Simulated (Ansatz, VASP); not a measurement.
**N in VASP and in Ansatz**

POSCAR

```
N
1.0
    4.1672328106      0.0000000000      0.0000000000
   -2.0836164053      3.6089294775      0.0000000000
    0.0000000000      0.0000000000      7.0060035100
N
4
Direct
    0.6666666667      0.3333333333      0.6710699600
    0.6666666667      0.3333333333      0.8289300400
    0.3333333333      0.6666666667      0.1710699600
    0.3333333333      0.6666666667      0.3289300400
```

INCAR.step1

```
  PREC = Accurate
  ENCUT = 520
  EDIFF = 1E-5
  ISMEAR = -1
  SIGMA = 0.05
  LREAL = F
  LASPH = T
  NELM = 60
  ALGO = Normal
  ISIF = 2
  LWAVE = T
  LCHARG = F
  NBANDS = 18
  GGA = PE
```

The input INCAR.step2:

```
  PREC = Accurate
  ENCUT = 520
  EDIFF = 1E-7
  ISMEAR = -1
  SIGMA = 0.05
  LREAL = F
  LASPH = T
  NELM = 60
  ALGO = Normal
  ISIF = 2
  LWAVE = F
  LCHARG = F
  GGA = PE
  LHFCALC = T
  AEXX = 0.2
  HFSCREEN = 0.2
  PRECFOCK = Normal
  NBANDS = 18
  ISTART = 1
```

Contents of KPOINTS:

```
Automatic mesh
0
Gamma
  4 4 2
```

input.yaml

```yaml
crystal:
  lattice:
    - [4.1672328106, 0.0, 0.0]
    - [-2.0836164053, 3.6089294775, 0.0]
    - [0.0, 0.0, 7.00600351]
  atoms:
    - { symbol: "N", position: [0.6666666667, 0.3333333333, 0.67106996] }
    - { symbol: "N", position: [0.6666666667, 0.3333333333, 0.82893004] }
    - { symbol: "N", position: [0.3333333333, 0.6666666667, 0.17106996] }
    - { symbol: "N", position: [0.3333333333, 0.6666666667, 0.32893004] }
hamiltonian:
  xc: { exchange: pbe, correlation: pbe, exx: { coeff: 0.2, omega: 0.2 } }
  pseudopotentials: { kind: paw }
kpoints:
  mp_grid: { grid: [4, 4, 2] }
scf:
  occupations: { method: fermi_dirac, width: 0.05 }
output:
  forces: true
  stress: true
  eigenvalues: true
  write_density: true
  write_potential: true
  elf: true
  volumetric_format: npy
```

Alike in both runs: task single point; functional PBE-based screened hybrid; k mesh 4 × 4 × 2; occupations fermi-dirac, width 0.05 eV; no spin polarisation.

|  | VASP | Ansatz |
| --- | --- | --- |
| version | VASP 6.6.1 | Ansatz 0.2.0 |
| potentials or method | VASP PAW PBE potentials, release 64 (N) | Ansatz PAW |
| plane-wave cutoff (eV) | 520 | 420 |
| valence electrons in the cell | 20 | 20 |

|  | VASP | Ansatz | Ansatz less VASP |
| --- | --- | --- | --- |
| gap on the k mesh at the Fermi level (eV) | 8.97 | 9.03 | +0.061 |
| least direct gap on the mesh (eV) | 9.19 | 9.25 | +0.056 |
| pressure (GPa) | -0.2 | -2.2 | -1.93 |
| traceless stress, the component that is largest in VASP (GPa) | -0.51 | -4.73 | -4.228 |
| rms of the force components (eV/Å) | 0.139 | 1.246 | +1.1061 |

VASP's potentials were made for PBE, not for PBE-based screened hybrid. Atom by atom the forces differ by 1.106 eV/Å (rms over components). One of these differences is far larger than is usual between the two programs; its cause wasn't traced. The functional is the same, so the differences come from potentials, cutoffs and numerics.

The k mesh is coarse, so the values compare programs but aren't converged. Noted on VASP's run: the standard files for N, O and F lose accuracy on very short bonds.
